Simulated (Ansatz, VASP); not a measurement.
**One calculation of TiB2, two programs**

Contents of INCAR:

```
  ALGO = Normal
  EDIFF = 1E-7
  ENCUT = 520
  ISIF = 2
  ISMEAR = -1
  LASPH = True
  LCHARG = False
  LDAU = True
  LDAUJ = 0 0
  LDAUL = 2 -1
  LDAUPRINT = 1
  LDAUTYPE = 2
  LDAUU = 3 0
  LMAXMIX = 4
  LREAL = False
  LWAVE = False
  NBANDS = 16
  NELM = 150
  PREC = Accurate
  SIGMA = 0.05
```

File KPOINTS:

```
k-points
0
Gamma
  10 10 8
```

POSCAR

```
TiB2
1.0
    3.0292000000      0.0000000000      0.0000000000
   -1.5146000000      2.6233641531      0.0000000000
    0.0000000000      0.0000000000      3.2284000000
Ti B
1 2
Direct
    0.0000000000      0.0000000000      0.0000000000
    0.6666666667      0.3333333333      0.5000000000
    0.3333333333      0.6666666667      0.5000000000
```

File input.yaml:

```yaml
crystal:
  lattice:
    - [3.0292, 0.0, 0.0]
    - [-1.5146, 2.6233641531, 0.0]
    - [0.0, 0.0, 3.2284]
  atoms:
    - { symbol: Ti, position: [0.0, 0.0, 0.0] }
    - { symbol: B, position: [0.6666666667, 0.3333333333, 0.5] }
    - { symbol: B, position: [0.3333333333, 0.6666666667, 0.5] }
hamiltonian:
  xc: lda
  pseudopotentials: { kind: paw }
  hubbard: { sites: [{ species: Ti, l: d, u_eff: 3.0 }] }
kpoints:
  mp_grid: { grid: [10, 10, 8] }
scf:
  occupations: { method: fermi_dirac, width: 0.05 }
  n_extra_bands: 7
output:
  forces: true
  stress: true
  eigenvalues: true
  dos: { projected: true, de: 0.05, nscf_kmesh: { grid: [15, 15, 12] } }
  write_density: true
  write_potential: true
  elf: true
  volumetric_format: npy
```

Alike in both runs: functional LDA; k mesh 10 × 10 × 8; occupations fermi-dirac, width 0.05 eV; no spin polarisation; Hubbard terms Ti d U = 3.0 eV.

```csv
,VASP,Ansatz
version,VASP 6.6.1,Ansatz 0.2.0
potentials or method,"VASP PAW LDA potentials, release 64 (Ti_sv, B)",Ansatz PAW
plane-wave cutoff (eV),520,420
valence electrons in the cell,18,18
task,single point,projected density of states
```

|  | VASP | Ansatz | Ansatz less VASP |
| --- | --- | --- | --- |
| gap on the k mesh at the Fermi level (eV) | none | none | - |
| pressure (GPa) | -4.8 | -8.6 | -3.85 |
| traceless stress, the component that is largest in VASP (GPa) | 1.28 | 1.05 | -0.229 |

LDA's correlation is that of Perdew and Zunger in VASP and of Perdew and Wang (1992) in Ansatz. The programs project onto different local orbitals, so the same U acts differently, and such runs can settle in different states. A gap of «none» marks a metal or a gap that the smearing closes.
